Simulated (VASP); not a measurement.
Wanted: the native input for a VASP 6.6.1 run.

| Quantity | Value |
| --- | --- |
| Task | single point |
| Functional | r2SCAN |
| Potentials or basis | VASP PAW PBE potentials, release 64 (Mg, S) |
| Cutoff | 520 eV |
| k mesh | 12 × 12 × 4 |
| Occupations | gaussian, width 0.01 eV |
| Spin | no spin polarisation |
| Dipole correction | no |
| Further INCAR settings | ALGO = Normal; EDIFF = 1e-06; NBANDS = 16 |

The system is MgS.

```xyz
4
Lattice="4.2260 0.0000 0.0000 -2.1130 3.6598 0.0000 0.0000 0.0000 6.0598" Properties=species:S:1:pos:R:3 pbc="T T T"
Mg    0.0000    2.4399   -0.1012
Mg    2.1130    1.2199    2.9287
S     0.0000    2.4399    2.3736
S     2.1130    1.2199    5.4035
```

This cell differs from its parent crystal: epitaxial xy strain +4.9%.

The input as run:

POSCAR

```
MgS
1.0
    4.2260282880      0.0000000000      0.0000000000
   -2.1130141440      3.6598478545      0.0000000000
    0.0000000000      0.0000000000      6.0598073841
Mg S
2 2
Direct
    0.3333333333      0.6666666667     -0.0166958447
    0.6666666667      0.3333333333      0.4833041553
    0.3333333333      0.6666666667      0.3916958447
    0.6666666667      0.3333333333      0.8916958447
```

INCAR.step1

```
  ALGO = Normal
  EDIFF = 1E-4
  ENCUT = 520
  GGA = PE
  ISMEAR = 0
  LASPH = True
  LCHARG = False
  LREAL = False
  LWAVE = True
  NBANDS = 16
  NELM = 100
  PREC = Accurate
  SIGMA = 0.01
```

INCAR.step2

```
  ALGO = Normal
  EDIFF = 1E-6
  ENCUT = 520
  ISIF = 2
  ISMEAR = 0
  ISTART = 1
  LASPH = True
  LCHARG = False
  LMIXTAU = True
  LREAL = False
  LWAVE = False
  METAGGA = R2SCAN
  NBANDS = 16
  NELM = 100
  PREC = Accurate
  SIGMA = 0.01
```

KPOINTS

```
k-points
0
Gamma
  12 12 4
```

Potentials or basis: VASP PAW PBE potentials, release 64 (Mg, S).

The run is started by

```bash
$ cat potpaw_PBE.64/Mg/POTCAR potpaw_PBE.64/S/POTCAR > POTCAR
$ cp INCAR.step1 INCAR
$ mpirun -np 1 vasp_std > vasp.out
$ cp INCAR.step2 INCAR
$ mpirun -np 1 vasp_std > vasp.out
```

It gave:

```json
{
 "Pressure": "-2.8 GPa",
 "Largest force": "0.008 eV/Å",
 "Band gap on the k mesh": "3.52 eV"
}
```

Caveat: the cell differs from its parent crystal (epitaxial xy strain +4.9%); the PAW data sets were made with another functional, which shifts forces and pressure a little.

Wall time 6.2 min on 1 thread of Intel Xeon 8259CL, on a shared host, peak memory 0.27 GiB.
